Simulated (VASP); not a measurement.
Wanted: the native input for a VASP 6.6.1 run.

* Task: single point
* Functional: r2SCAN
* Potentials or basis: VASP PAW PBE potentials, release 64 (Si, C)
* Cutoff: 660 eV
* k mesh: 17 × 17 × 17
* Occupations: fermi-dirac, width 0.1 eV
* Spin: no spin polarisation
* Dipole correction: no
* Further INCAR settings: ALGO = Normal; EDIFF = 1e-06; NBANDS = 11

Crystal: SiC (rocksalt type).

```
Si C
1.0
     0.00000    1.80518    1.80518
     1.80518    0.00000    1.80518
     1.80518    1.80518    0.00000
Si C
1 1
Cartesian
  0.0000 0.0000 0.0000
  1.8052 1.8052 1.8052
```

This cell differs from its parent crystal: volume scaled by 0.72.

These files were run (other wordings do the same):

POSCAR

```
SiC
1.0
    0.0000000000      1.8051779820      1.8051779820
    1.8051779820      0.0000000000      1.8051779820
    1.8051779820      1.8051779820      0.0000000000
Si C
1 1
Direct
    0.0000000000      0.0000000000      0.0000000000
    0.5000000000      0.5000000000      0.5000000000
```

INCAR.step1

```
ALGO = Normal ; EDIFF = 1E-5
ENCUT = 660 ; GGA = PE
GGA_COMPAT = False ; ISMEAR = -1
LASPH = True ; LCHARG = False
LREAL = False ; LWAVE = True
NBANDS = 11 ; NELM = 120
PREC = Accurate ; SIGMA = 0.1
```

INCAR.step2

```
ALGO = Normal ; EDIFF = 1E-6
ENCUT = 660 ; GGA_COMPAT = False
ISIF = 2 ; ISMEAR = -1
ISTART = 1 ; LASPH = True
LCHARG = True ; LELF = True
LMIXTAU = True ; LREAL = False
LVHAR = True ; LWAVE = False
METAGGA = R2SCAN ; NBANDS = 11
NELM = 120 ; PREC = Accurate
SIGMA = 0.1
```

KPOINTS

```
k-points
0
Gamma
  17 17 17
```

Potentials or basis: VASP PAW PBE potentials, release 64 (Si, C).

Launch:

```bash
$ cat potpaw_PBE.64/Si/POTCAR potpaw_PBE.64/C/POTCAR > POTCAR
$ cp INCAR.step1 INCAR
$ mpirun -np 1 vasp_std > vasp.out
$ cp INCAR.step2 INCAR
$ mpirun -np 1 vasp_std > vasp.out
```

Results of the run:

```
Pressure               : 176.7 GPa
Band gap on the k mesh : 1.13 eV, indirect (least direct gap 7.21 eV)
```

Caveat: the PAW data sets were made with another functional, which shifts forces and pressure a little.

It took 62 s on 1 thread of Intel(R) Xeon(R) Platinum 8375C CPU @ 2.90GHz (Ice Lake), on a shared host, peak memory 0.16 GiB.
